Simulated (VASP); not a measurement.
A run of VASP 6.6.1 is set up as follows.

INCAR

```
PREC     = Accurate       # precision mode
ENCUT    = 520            # plane-wave cutoff, eV
EDIFF    = 1E-6           # SCF threshold, eV
ISMEAR   = -1             # smearing method
SIGMA    = 0.05           # smearing width, eV
LREAL    = F              # projectors in reciprocal space
LASPH    = T              # aspherical terms in the spheres
NELM     = 80             # most SCF steps
ALGO     = Normal         # electronic algorithm
ISIF     = 2              # what is computed and relaxed
LWAVE    = F              # write WAVECAR
LCHARG   = F              # write CHGCAR
GGA      = PE             # functional
NBANDS   = 16             # bands
```

Contents of KPOINTS:

```
regular mesh
0
Gamma
  11 11 4
```

Contents of POSCAR:

```
LiB2C2
1.0
    2.7146442891      0.0000000000      0.0000000000
   -1.3573221445      2.3509509166      0.0000000000
    0.0000000000      0.0000000000      7.1180530000
C B Li
2 2 1
Direct
    0.6666666667      0.3333333333      0.7417810000
    0.3333333333      0.6666666667      0.2582190000
    0.6666666667      0.3333333333      0.2501870000
    0.3333333333      0.6666666667      0.7498130000
    0.0000000000      0.0000000000      0.5000000000
```

Potentials or basis: VASP PAW PBE potentials, release 64 (C, B, Li_sv).

Run with:

```bash
$ cat potpaw_PBE.64/C/POTCAR potpaw_PBE.64/B/POTCAR potpaw_PBE.64/Li_sv/POTCAR > POTCAR
$ mpirun -np 1 vasp_std > vasp.out
```

Problem. Estimate the largest force.

Solution. 0.004 eV/Å.

Problem. Predict the band gap on the k mesh.

Solution. Zero (an odd number of electrons rules out a gap without spin polarisation).

Forces on the atoms (eV/Å):
```
C    0.000  0.000 -0.001
C    0.000  0.000  0.001
B    0.000  0.000  0.004
B    0.000  0.000 -0.004
Li   0.000  0.000  0.000
```
